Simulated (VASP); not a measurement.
# TaN (I4mm) in VASP: a series of runs, part 2 of 2

VASP 6.6.1.

**5. Single point, r2SCAN**

Input file POSCAR:

```
TaN
1.0
    0.0000000000      2.1790000000      2.1790000000
    2.1790000000      0.0000000000      2.1790000000
    2.1790000000      2.1790000000      0.0000000000
Ta N
1 1
Direct
    0.5000000000      0.5000000000      0.5000000000
   -0.0143414410     -0.0143414410      0.0143414410
```

Input file INCAR.step1:

```
SYSTEM = TaN
ALGO = Normal
EDIFF = 1E-4
ENCUT = 520
GGA = PE
ISMEAR = 0
LASPH = .TRUE.
LCHARG = .FALSE.
LREAL = .FALSE.
LWAVE = .TRUE.
NBANDS = 15
NELM = 60
PREC = Accurate
SIGMA = 0.15
```

Input file INCAR.step2:

```
SYSTEM = TaN
ALGO = Normal
EDIFF = 1E-6
ENCUT = 520
ISIF = 2
ISMEAR = 0
ISTART = 1
LASPH = .TRUE.
LCHARG = .TRUE.
LELF = .TRUE.
LMIXTAU = .TRUE.
LREAL = .FALSE.
LVHAR = .TRUE.
LWAVE = .FALSE.
METAGGA = R2SCAN
NBANDS = 15
NELM = 60
PREC = Accurate
SIGMA = 0.15
```

Input file KPOINTS:

```
k-points
0
G
  18 18 18
  0 0 0
```

Potentials or basis: VASP PAW PBE potentials, release 64 (Ta_pv, N).

Command:

```bash
cat potpaw_PBE.64/Ta_pv/POTCAR potpaw_PBE.64/N/POTCAR > POTCAR
cp INCAR.step1 INCAR
mpirun -np 1 vasp_std > vasp.out
cp INCAR.step2 INCAR
mpirun -np 1 vasp_std > vasp.out
```

OUTCAR:

```text
SYSTEM = TaN
   EDIFF = 1E-6
   ENCUT = 520
   ISIF = 2
   ISMEAR = 0
   ISTART = 1
   LASPH = .TRUE.
   LREAL = .FALSE.
   METAGGA = R2SCAN
   NELM = 60
   PREC = Accurate

 ion  position               nearest neighbor table
   1  0.500  0.500  0.500-   2 2.12   2 2.18   2 2.18   2 2.18   2 2.18   2 2.24
   2  0.986  0.986  0.014-   1 2.12   1 2.18   1 2.18   1 2.18   1 2.18   1 2.24

  LATTYP: Found a face centered cubic cell.
 ALAT       =     4.3580000000

  Lattice vectors:

[... 620 lines left out ...]

  FORCE on cell =-STRESS in cart. coord.  units (eV):
  Direction    XX          YY          ZZ          XY          YZ          ZX
  --------------------------------------------------------------------------------------
  -------------------------------------------------------------------------------------
  Total        1.5391237      1.5391237      1.8170424      0.0000000     -0.0000000      0.0000000
  in kB      119.1742505    119.1742505    140.6934784      0.0000000     -0.0000000      0.0000000
  external PRESSURE =     126.3473265 kB  Pullay stress =       0.0000000 kB

 VOLUME and BASIS-vectors are now :
 -----------------------------------------------------------------------------
  energy-cutoff  :      520.00
  volume of cell :       20.69
      direct lattice vectors                 reciprocal lattice vectors
     0.000000000  2.179000000  2.179000000    -0.229463056  0.229463056  0.229463056
     2.179000000  0.000000000  2.179000000     0.229463056 -0.229463056  0.229463056
     2.179000000  2.179000000  0.000000000     0.229463056  0.229463056 -0.229463056

 POSITION                                       TOTAL-FORCE (eV/Angst)
 -----------------------------------------------------------------------------------
      2.17900      2.17900      2.17900         0.000000      0.000000     -0.548002
      2.17900      2.17900      4.29550         0.000000      0.000000      0.548002
 -----------------------------------------------------------------------------------
    total drift:                                0.000000      0.000000      0.001089

  FREE ENERGIE OF THE ION-ELECTRON SYSTEM (eV)
  ---------------------------------------------------
  free  energy   TOTEN  =       -59.5899037892 eV

  energy  without entropy=      -59.5809869499  energy(sigma->0) =      -59.58544537
```

Run time: 4.6 min. Hardware: 1 thread of Intel Xeon Platinum 8259CL at 2.50GHz (Skylake/Cascade Lake), shared host; peak memory 0.27 GiB.

What came out:

```
Free energy            : -59.5899 eV
Pressure               : 12.6 GPa
Largest force          : 0.548 eV/Å
Band gap on the k mesh : zero (bands 8 and 9 overlap by 4.10 eV)
```

Forces on the atoms (eV/Å):
```
Ta   0.000  0.000 -0.548
N    0.000  0.000  0.548
```

Stress tensor (GPa, compression positive):
```
11.92  0.00  0.00
 0.00 11.92  0.00
 0.00  0.00 14.07
```

Caveat: the cell differs from its parent crystal (all N atoms moved +0.062 Å, as atom 2 towards its neighbour atom 1 (Ta) at 2.179 Å); the cell stands under pressure; the PAW data sets were made with another functional, which shifts forces and pressure a little; spin-orbit coupling is left out, which moves the levels of the heavy elements.

**6. Single point, r2SCAN**

POSCAR: that of step 5 with these lines changed.

```diff
@@ -9,2 +9,2 @@
     0.5000000000      0.5000000000      0.5000000000
-   -0.0143414410     -0.0143414410      0.0143414410
+   -0.0086048646     -0.0086048646      0.0086048646
```

Input file INCAR.step1:

```
  ALGO = Normal
  EDIFF = 1E-4
  ENCUT = 520
  GGA = PE
  ISMEAR = 0
  LASPH = True
  LCHARG = False
  LREAL = False
  LWAVE = True
  NBANDS = 15
  NELM = 80
  PREC = Accurate
  SIGMA = 0.15
```

Input file INCAR.step2:

```
  ALGO = Normal
  EDIFF = 1E-7
  ENCUT = 520
  ISIF = 2
  ISMEAR = 0
  ISTART = 1
  LASPH = True
  LCHARG = False
  LMIXTAU = True
  LREAL = False
  LWAVE = False
  METAGGA = R2SCAN
  NBANDS = 15
  NELM = 80
  PREC = Accurate
  SIGMA = 0.15
```

Input file KPOINTS:

```
k-points
0
Gamma
  18 18 18
```

Potentials or basis: VASP PAW PBE potentials, release 64 (Ta_pv, N).

Command:

```bash
cat potpaw_PBE.64/Ta_pv/POTCAR potpaw_PBE.64/N/POTCAR > POTCAR
cp INCAR.step1 INCAR
mpirun -np 1 vasp_std > vasp.out
cp INCAR.step2 INCAR
mpirun -np 1 vasp_std > vasp.out
```

It took 4.6 min on 1 thread of Intel Xeon Platinum 8259CL at 2.50GHz (Skylake/Cascade Lake), shared host; peak memory 0.27 GiB.

It converged, with:

```yaml
Free_energy: -59.6007 eV
Pressure: 12.2 GPa
Largest_force: 0.320 eV/Å
Band_gap_on_the_k_mesh: zero (bands 8 and 9 overlap by 4.20 eV)
```

Forces in eV/Å, atoms in the order of the input:
```
Ta   0.000  0.000 -0.320
N    0.000  0.000  0.320
```

Stress tensor (GPa, compression positive):
```
11.92  0.00  0.00
 0.00 11.92  0.00
 0.00  0.00 12.71
```

Levels at points of the mesh, in eV from the Fermi level:
| k point | band 5 | band 6 | band 7 | band 8 | band 9 | band 10 | band 11 | band 12 |
| --- | --- | --- | --- | --- | --- | --- | --- | --- |
| (0.00, 0.00, 0.00) | -4.28 | -4.28 | -4.28 | -2.25 | -2.21 | -2.21 | 0.13 | 0.17 |
| (0.50, 0.00, 0.00) | -11.08 | -8.22 | -8.21 | 1.99 | 2.01 | 2.15 | 4.16 | 8.09 |
| (0.50, 0.50, 0.00) | -7.15 | -5.82 | -5.08 | -5.08 | 2.29 | 3.70 | 3.70 | 4.98 |
| (0.00, 0.50, 0.50) | -7.16 | -5.94 | -5.09 | -4.96 | 2.30 | 3.70 | 3.70 | 4.99 |

Caveat: the cell differs from its parent crystal (all N atoms moved +0.037 Å, as atom 2 towards its neighbour atom 1 (Ta) at 2.179 Å); the cell stands under pressure; the PAW data sets were made with another functional, which shifts forces and pressure a little; spin-orbit coupling is left out, which moves the levels of the heavy elements.

**7. Overview**

```csv
cell,gap on the mesh (eV),pressure (GPa),largest force (eV/Å)
"as given, atomic positions A",none,12.4,0.43
"as given, atomic positions B",none,12.0,0.21
"as given, atomic positions C",none,13.3,0.80
"as given, atomic positions D",none,12.6,0.55
"as given, atomic positions E",none,12.2,0.32
```

Alike in all rows: task single point; level r2SCAN; potentials or basis VASP PAW PBE potentials, release 64 (Ta_pv, N); no spin polarisation; k mesh 18 × 18 × 18; cutoff (eV) 520; smearing gaussian 0.15 eV.

Caveats: the cell stands under pressure; the PAW data sets were made with another functional, which shifts forces and pressure a little; spin-orbit coupling is left out, which moves the levels of the heavy elements.

Absolute energies hang on the potentials; compare differences alone.
